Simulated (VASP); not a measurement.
# CdTe (F-43m) in VASP: notebook

Aim: see how the results for CdTe move with the level of theory and the settings. Levels: LDA, PBE. Tasks: single point.

Everything below comes from runs of VASP 6.6.1. Logs are shortened: lines on timing, memory, paths and dates and some standing lists are left out, and cuts for length are marked.

## Step 1: The cell of the first run

Symmetry: F-43m, No. 216, cubic system. The conventional cell has a = 6.489 Å, b = 6.489 Å, c = 6.489 Å, α = 90.00°, β = 90.00°, γ = 90.00°. Within 3.7 Å of Cd (site symmetry -43m) lie 4 Te at 2.81 Å. Within 3.7 Å of Te (site symmetry -43m) lie 4 Cd at 2.81 Å.

## Step 2: Single point, LDA

INCAR

```
PREC = Accurate
ENCUT = 500
EDIFF = 1E-6
ISMEAR = -1
SIGMA = 0.05
LREAL = False
LASPH = True
NELM = 120
ALGO = Normal
ISIF = 2
LWAVE = False
LCHARG = False
GGA = CA
NBANDS = 16
GGA_COMPAT = False
```

KPOINTS

```
Automatic mesh
0
Gamma
  6 6 6
```

POSCAR

```
CdTe
1.0
    0.0000000000      3.2446380000      3.2446380000
    3.2446380000      0.0000000000      3.2446380000
    3.2446380000      3.2446380000      0.0000000000
Cd Te
1 1
Direct
    0.0000000000      0.0000000000      0.0000000000
    0.2500000000      0.2500000000      0.2500000000
```

Potentials or basis: VASP PAW LDA potentials, release 64 (Cd, Te).

The run is started by

```bash
$ cat potpaw_LDA.64/Cd/POTCAR potpaw_LDA.64/Te/POTCAR > POTCAR
$ mpirun -np 1 vasp_std > vasp.out
```

OUTCAR:

```text
PREC = Accurate
   ENCUT = 500
   EDIFF = 1E-6
   ISMEAR = -1
   LREAL = False
   LASPH = True
   NELM = 120
   ISIF = 2
   GGA = CA

 ion  position               nearest neighbor table
   1  0.000  0.000  0.000-   2 2.81   2 2.81   2 2.81   2 2.81
   2  0.250  0.250  0.250-   1 2.81   1 2.81   1 2.81   1 2.81

  LATTYP: Found a face centered cubic cell.
 ALAT       =     6.4892760000

  Lattice vectors:

 A1 = (   0.0000000000,   3.2446380000,   3.2446380000)
 A2 = (   3.2446380000,   0.0000000000,   3.2446380000)
 A3 = (   3.2446380000,   3.2446380000,   0.0000000000)

Analysis of symmetry for initial positions (statically):
=====================================================================
 Subroutine PRICEL returns:
 Original cell was already a primitive cell.

 Routine SETGRP: Setting up the symmetry group for a
 face centered cubic supercell.

 Subroutine GETGRP returns: Found 24 space group operations
 (whereof 24 operations were pure point group operations)
 out of a pool of 48 trial point group operations.

The static configuration has the point symmetry T_d .

Analysis of symmetry for dynamics (positions and initial velocities):
=====================================================================
 Subroutine PRICEL returns:
 Original cell was already a primitive cell.

 Routine SETGRP: Setting up the symmetry group for a
 face centered cubic supercell.

 Subroutine GETGRP returns: Found 24 space group operations
 (whereof 24 operations were pure point group operations)
 out of a pool of 48 trial point group operations.

The dynamic configuration has the point symmetry T_d .

 Subroutine INISYM returns: Found 24 space group operations
 (whereof 24 operations are pure point group operations),
 and found     1 'primitive' translations

----------------------------------------------------------------------------------------

                                     Primitive cell

  volume of cell :      68.3170

  direct lattice vectors                    reciprocal lattice vectors
     0.000000000  3.244638000  3.244638000    -0.154100396  0.154100396  0.154100396
     3.244638000  0.000000000  3.244638000     0.154100396 -0.154100396  0.154100396
     3.244638000  3.244638000  0.000000000     0.154100396  0.154100396 -0.154100396

  length of vectors
     4.588611065  4.588611065  4.588611065     0.266909715  0.266909715  0.266909715

  position of ions in fractional coordinates (direct lattice)
     0.000000000  0.000000000  0.000000000
     0.250000000  0.250000000  0.250000000

  ion indices of the primitive-cell ions
   primitive index   ion index
                 1           1
                 2           2

----------------------------------------------------------------------------------------

 KPOINTS: Automatic mesh

Automatic generation of k-mesh.
 Grid dimensions read from file:
 generate k-points for:    6    6    6

 Generating k-lattice:

  Cartesian coordinates                     Fractional coordinates (reciprocal lattice)
    -0.025683399  0.025683399  0.025683399     0.166666667  0.000000000  0.000000000
     0.025683399 -0.025683399  0.025683399     0.000000000  0.166666667  0.000000000
     0.025683399  0.025683399 -0.025683399     0.000000000  0.000000000  0.166666667

  Length of vectors
     0.044484952  0.044484952  0.044484952

  Shift w.r.t. Gamma in fractional coordinates (k-lattice)
     0.000000000  0.000000000  0.000000000

 Subroutine IBZKPT returns following result:
 ===========================================

 Found     16 irreducible k-points:

 Following reciprocal coordinates:
            Coordinates               Weight
  0.000000  0.000000  0.000000      1.000000
  0.166667  0.000000  0.000000      8.000000
  0.333333  0.000000  0.000000      8.000000
  0.500000  0.000000  0.000000      4.000000
  0.166667  0.166667  0.000000      6.000000
  0.333333  0.166667  0.000000     24.000000
[... 8 lines left out ...]
 -0.333333  0.333333  0.166667     24.000000
 -0.333333  0.500000  0.166667     12.000000
   k-points           NKPTS =     16   k-points in BZ     NKDIM =     16   number of bands    NBANDS=     16
   number of dos      NEDOS =    301   number of ions     NIONS =      2
   total plane-waves  NPLWV =  46656
   dimension x,y,z NGX =    36 NGY =   36 NGZ =   36
   dimension x,y,z NGXF=    72 NGYF=   72 NGZF=   72
   ions per type =               1   1
   NGX,Y,Z   is equivalent  to a cutoff of  13.04, 13.04, 13.04 a.u.
   NGXF,Y,Z  is equivalent  to a cutoff of  26.09, 26.09, 26.09 a.u.
 SYSTEM =  unknown system
   PREC   = accura    normal or accurate (medium, high low for compatibility)
   ISTART =      0    job   : 0-new  1-cont  2-samecut
   ICHARG =      2    charge: 1-file 2-atom 10-const
   ISPIN  =      1    spin polarized calculation?
   LNONCOLLINEAR =      F non collinear calculations
   LSORBIT =      F    spin-orbit coupling
   LASPH  =      T    aspherical Exc in radial PAW
   ENCUT  =  500.0 eV  36.75 Ry    6.06 a.u.   8.37  8.37  8.37*2*pi/ulx,y,z
   NELM   =    120;   NELMIN=  2; NELMDL= -5     # of ELM steps
   EDIFF  = 0.1E-05   stopping-criterion for ELM
   LREAL  =      F    real-space projection
   EDIFFG = 0.1E-04   stopping-criterion for IOM
   NSW    =      0    number of steps for IOM
   IBRION =     -1    ionic relax: 0-MD 1-quasi-New 2-CG
   NFREE  =      0    steps in history (QN), initial steepest desc. (CG)
   ISIF   =      2    stress and relaxation
   ISYM   =      2    0-nonsym 1-usesym 2-fastsym
   POTIM  = 0.5000    time-step for ionic-motion
   TEBEG  =    0.0;   TEEND  =   0.0 temperature during run
   PSTRESS=    0.0 pullay stress
   NELECT =      18.0000    total number of electrons
   NUPDOWN=      -1.0000    fix difference up-down
   EMIN   =  10.00;   EMAX   =-10.00  energy-range for DOS
   EFERMI =   0.00;   METHOD = LEGACY
   ISMEAR =    -1;   SIGMA  =   0.05  broadening in eV -4-tet -1-fermi 0-gaus
   EFERMI_NEDOS =   21; number of points for ismear=-14 and -15
   IALGO  =     38    algorithm
   IMIX   =      4    mixing-type and parameters
     AMIX     =   0.40;   BMIX     =  1.00
     AMIX_MAG =   1.60;   BMIX_MAG =  1.00
  volume/ion in A,a.u.               =      34.16       230.51
  Fermi-wavevector in a.u.,A,eV,Ry     =   1.049517  1.983299 14.986622  1.101486
  Thomas-Fermi vector in A             =   2.184483
   LORBIT       =      0    0 simple, 1 ext, 2 COOP (PROOUT), +10 PAW based schemes
   GGA     = CA    functional components
   LHFCALC =     F    Hartree Fock is set to
   AEXX    =    0.0000 exact exchange contribution
   IVDW    =     0    specifies the selected vdW correction
   LEPSILON=     F    determine dielectric tensor
   LRPA    =     F    only Hartree local field effects (RPA)
 non-spin polarized calculation
  energy-cutoff  :      500.00
  volume of cell :       68.32
 maximum number of plane-waves:      1759
 NGX is ok and might be reduce to    36
   NGX = 17   NGY = 17   NGZ = 17

 number of electron      17.9999997 magnetization

 Free energy of the ion-electron system (eV)
  ---------------------------------------------------
  ext. energy  EPLUGINS =         0.00000000
  ---------------------------------------------------
  free energy    TOTEN  =        -6.03562416 eV

  energy without entropy =       -6.03557493  energy(sigma->0) =       -6.03559954

 E-fermi :   2.4206     XC(G=0):  -8.9300

 val. band max:        2.1226712549   @ k =   0.0000   0.0000   0.0000
 cond. band min:       2.6605749074   @ k =   0.0000   0.0000   0.0000
 fundamental gap:      0.5379036525
 Fermi energy:         2.4206086045

 k-point     1 :       0.0000    0.0000    0.0000
  band No.  band energies     occupation
      1      -9.0955      2.00000
      2      -6.1577      2.00000
      3      -6.1577      2.00000
      4      -6.1577      2.00000
      5      -5.8969      2.00000
      6      -5.8969      2.00000
[... 8 lines left out ...]
     15      11.4498      0.00000
     16      11.4498      0.00000

 k-point     2 :       0.1667    0.0000    0.0000
  band No.  band energies     occupation
      1      -8.9950      2.00000
      2      -6.1391      2.00000
      3      -6.1391      2.00000
      4      -6.0766      2.00000
      5      -5.8981      2.00000
      6      -5.8981      2.00000
[... 8 lines left out ...]
     15      10.5231      0.00000
     16      10.5231      0.00000

 k-point     3 :       0.3333    0.0000    0.0000
  band No.  band energies     occupation
      1      -8.7935      2.00000
      2      -6.1070      2.00000
      3      -6.1070      2.00000
      4      -5.8943      2.00000
      5      -5.8943      2.00000
      6      -5.8019      2.00000
[... 8 lines left out ...]
     15      10.9200      0.00000
     16      10.9200      0.00000

 k-point     4 :       0.5000    0.0000    0.0000
  band No.  band energies     occupation
      1      -8.6945      2.00000
      2      -6.0946      2.00000
      3      -6.0946      2.00000
      4      -5.8882      2.00000
      5      -5.8882      2.00000
      6      -5.5548      2.00000
[... 8 lines left out ...]
     15      12.3263      0.00000
     16      12.3263      0.00000
[... 172 lines left out ...]
 k-point    14 :       0.5000    0.3333    0.1667
  band No.  band energies     occupation
      1      -8.6660      2.00000
      2      -6.0626      2.00000
      3      -6.0549      2.00000
      4      -5.9391      2.00000
      5      -5.8846      2.00000
      6      -5.5901      2.00000
[... 8 lines left out ...]
     15      12.2557      0.00000
     16      13.4168      0.00000

 k-point    15 :      -0.3333    0.3333    0.1667
  band No.  band energies     occupation
      1      -8.6037      2.00000
      2      -6.0552      2.00000
      3      -6.0402      2.00000
      4      -5.9220      2.00000
      5      -5.8943      2.00000
      6      -5.4040      2.00000
[... 8 lines left out ...]
     15      12.4585      0.00000
     16      13.2140      0.00000

 k-point    16 :      -0.3333    0.5000    0.1667
  band No.  band energies     occupation
      1      -8.5733      2.00000
      2      -6.0268      2.00000
      3      -6.0261      2.00000
      4      -5.9454      2.00000
      5      -5.8844      2.00000
      6      -5.3571      2.00000
[... 8 lines left out ...]
     15      13.0754      0.00000
     16      13.3291      0.00000

------------------------ aborting loop because EDIFF is reached ----------------------------------------

  FORCE on cell =-STRESS in cart. coord.  units (eV):
  Direction    XX          YY          ZZ          XY          YZ          ZX
  --------------------------------------------------------------------------------------
  -------------------------------------------------------------------------------------
  Total       -0.5692511     -0.5692511     -0.5692511     -0.0000000      0.0000000     -0.0000000
  in kB      -13.3501364    -13.3501364    -13.3501364     -0.0000000      0.0000000     -0.0000000
  external PRESSURE =     -13.3501364 kB  Pullay stress =       0.0000000 kB

 VOLUME and BASIS-vectors are now :
 -----------------------------------------------------------------------------
  energy-cutoff  :      500.00
  volume of cell :       68.32
      direct lattice vectors                 reciprocal lattice vectors
     0.000000000  3.244638000  3.244638000    -0.154100396  0.154100396  0.154100396
     3.244638000  0.000000000  3.244638000     0.154100396 -0.154100396  0.154100396
     3.244638000  3.244638000  0.000000000     0.154100396  0.154100396 -0.154100396

 POSITION                                       TOTAL-FORCE (eV/Angst)
 -----------------------------------------------------------------------------------
      0.00000      0.00000      0.00000         0.000000      0.000000      0.000000
      1.62232      1.62232      1.62232        -0.000000     -0.000000     -0.000000
 -----------------------------------------------------------------------------------
    total drift:                                0.000000      0.000000      0.000000

  FREE ENERGIE OF THE ION-ELECTRON SYSTEM (eV)
  ---------------------------------------------------
  free  energy   TOTEN  =        -6.0356241610 eV

  energy  without entropy=       -6.0355749283  energy(sigma->0) =       -6.03559954
```

It took 10 s on 1 thread of AMD EPYC 9R45 (Zen 5), shared host; peak memory 0.15 GiB.

Results:

```yaml
Free_energy: -6.0356 eV
Pressure: -1.3 GPa
Band_gap_on_the_k_mesh: 0.54 eV
```

Caveat: spin-orbit coupling is left out, which moves the levels of the heavy elements.

## Step 3: Single point, PBE

INCAR

```
ALGO     = Normal         # electronic algorithm
EDIFF    = 1E-6           # SCF threshold, eV
ENCUT    = 500            # plane-wave cutoff, eV
GGA      = PE             # functional
GGA_COMPAT= False        
ISIF     = 2              # what is computed and relaxed
ISMEAR   = -1             # smearing method
LASPH    = True           # aspherical terms in the spheres
LCHARG   = False          # write CHGCAR
LREAL    = False          # projectors in reciprocal space
LWAVE    = False          # write WAVECAR
NBANDS   = 16             # bands
NELM     = 120            # most SCF steps
PREC     = Accurate       # precision mode
SIGMA    = 0.05           # smearing width, eV
```

KPOINTS

```
k-points
0
Gamma
  6 6 6
```

POSCAR is that of step 2.

Potentials or basis: VASP PAW PBE potentials, release 64 (Cd, Te).

The run is started by

```bash
$ cat potpaw_PBE.64/Cd/POTCAR potpaw_PBE.64/Te/POTCAR > POTCAR
$ mpirun -np 1 vasp_std > vasp.out
```

Run time: 11 s. Hardware: 1 thread of AMD EPYC 9R45 (Zen 5), shared host; peak memory 0.18 GiB.

Results (log left out):

```yaml
Free_energy: -4.7743 eV
Pressure: 2.5 GPa
Band_gap_on_the_k_mesh: 0.76 eV
```

Levels at points of the mesh, in eV from the valence-band top:
```tsv
k point	band 5	band 6	band 7	band 8	band 9	band 10	band 11	band 12	band 13	band 14
(0.00, 0.00, 0.00)	-8.02	-8.02	0.00	0.00	0.00	0.76	4.60	4.60	4.60	7.46
(0.50, 0.00, 0.00)	-8.01	-7.67	-4.40	-0.77	-0.77	1.81	5.19	5.19	7.08	8.64
(0.50, 0.50, 0.00)	-7.99	-7.53	-4.29	-1.85	-1.85	2.61	2.67	8.82	9.11	9.11
```

Caveat: spin-orbit coupling is left out, which moves the levels of the heavy elements.
